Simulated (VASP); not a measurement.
Ni2Te2O: single point with PBE

The system is Ni2Te2O.

```xyz
5
Lattice="-1.9472 1.9472 5.8352 1.9472 -1.9472 5.8352 1.9472 1.9472 -5.8352" Properties=species:S:1:pos:R:3 pbc="T T T"
Ni    0.0000    1.9472    0.0000
Ni    1.9472    0.0000    0.0000
Te    0.0000    0.0000    9.8261
Te    0.0000    0.0000    1.8443
O     0.0000    0.0000    5.8352
```

```yaml
Program: VASP 6.6.1
Task: single point
Functional: PBE
Potentials_or_basis: VASP PAW PBE potentials, release 64 (Ni, Te, O)
Cutoff: 520 eV
k_mesh: 12 × 12 × 12
Occupations: gaussian, width 0.1 eV
Spin: no spin polarisation
Dipole_correction: no
Further_INCAR_settings: ALGO = Normal; EDIFF = 1e-07; NBANDS = 27
```

```
Pressure               : 0.0 GPa
Largest force          : 0.028 eV/Å
Band gap on the k mesh : zero (band 19 reaches 7.72 eV, above the bottom of band 20 at 7.37 eV)
```

Forces on the atoms (eV/Å):
```
Ni   0.000  0.000  0.000
Ni   0.000  0.000  0.000
Te   0.000  0.000 -0.028
Te   0.000  0.000  0.028
O    0.000  0.000  0.000
```

Stress tensor (GPa, compression positive):
```
 0.10  0.00  0.00
 0.00  0.10  0.00
 0.00  0.00 -0.06
```

Levels at points of the mesh, in eV from the Fermi level:
| k point | band 16 | band 17 | band 18 | band 19 | band 20 | band 21 | band 22 | band 23 |
| --- | --- | --- | --- | --- | --- | --- | --- | --- |
| (0.00, 0.00, 0.00) | -0.87 | -0.28 | 0.10 | 0.10 | 0.21 | 0.21 | 0.46 | 3.90 |
| (0.50, 0.00, 0.00) | -0.97 | -0.81 | -0.47 | -0.10 | 0.45 | 1.11 | 1.24 | 4.32 |
| (0.50, 0.50, 0.00) | -1.31 | -0.91 | -0.66 | 0.00 | 0.36 | 1.11 | 1.85 | 4.27 |
| (0.50, 0.50, 0.50) | -1.39 | -1.39 | -1.39 | -0.87 | -0.02 | 2.06 | 2.06 | 3.59 |

Wall time 26 min on 1 thread of Oxide Virtual Turin-like Processor (shared host), peak memory 0.56 GiB.

Caveat: spin-orbit coupling is left out, which moves the levels of the heavy elements; the run has no spin polarisation, though such a crystal can be magnetic; semilocal functionals often make such compounds metallic where correlation or magnetic order opens a gap, which also shifts bond lengths. With open d or f shells a metallic result of PBE can be an artefact of self-interaction; +U or a hybrid may open a gap.
